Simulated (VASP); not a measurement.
Set up this calculation in VASP 6.6.1, as the native input.

- Task: single point
- Functional: PBE
- Potentials or basis: VASP PAW PBE potentials, release 64 (C)
- Cutoff: 520 eV
- k mesh: 1 × 1 × 46
- Occupations: gaussian, width 0.05 eV
- Spin: collinear spin
- Starting moments: [0.5] μB
- Dipole correction: no
- Further INCAR settings: ALGO = Normal; EDIFF = 1e-07; NBANDS = 12

The structure of C lies in POSCAR:

```
C
1.0
    9.0000000000      0.0000000000      0.0000000000
    0.0000000000      9.3000000000      0.0000000000
    0.0000000000      0.0000000000      1.3918441385
C
1
Direct
    0.5000000000      0.5000000000      0.0000000000
```

One way to write it, as run:

INCAR

```
SYSTEM = C
  ALGO = Normal
  EDIFF = 1E-7
  ENCUT = 520
  GGA = PE
  ISIF = 2
  ISMEAR = 0
  ISPIN = 2
  LASPH = .TRUE.
  LCHARG = .FALSE.
  LORBIT = 11
  LREAL = .FALSE.
  LWAVE = .FALSE.
  MAGMOM = 0.5
  NBANDS = 12
  NELM = 150
  PREC = Accurate
  SIGMA = 0.05
```

KPOINTS

```
k-points
0
G
  1 1 46
  0 0 0
```

Potentials or basis: VASP PAW PBE potentials, release 64 (C).

Launch:

```sh
$ cat potpaw_PBE.64/C/POTCAR > POTCAR
$ mpirun -np 1 vasp_std > vasp.out
```

It gave:

```json
{
  "Band gap on the k mesh": "zero (filled and empty bands overlap)",
  "Net moment": "0.00 μB per cell",
  "Valence electrons inside the program's atomic spheres": "C 2.42"
}
```

Run time: 120 s on 1 thread of Intel Xeon 8259CL, on a shared host, peak memory 0.26 GiB.
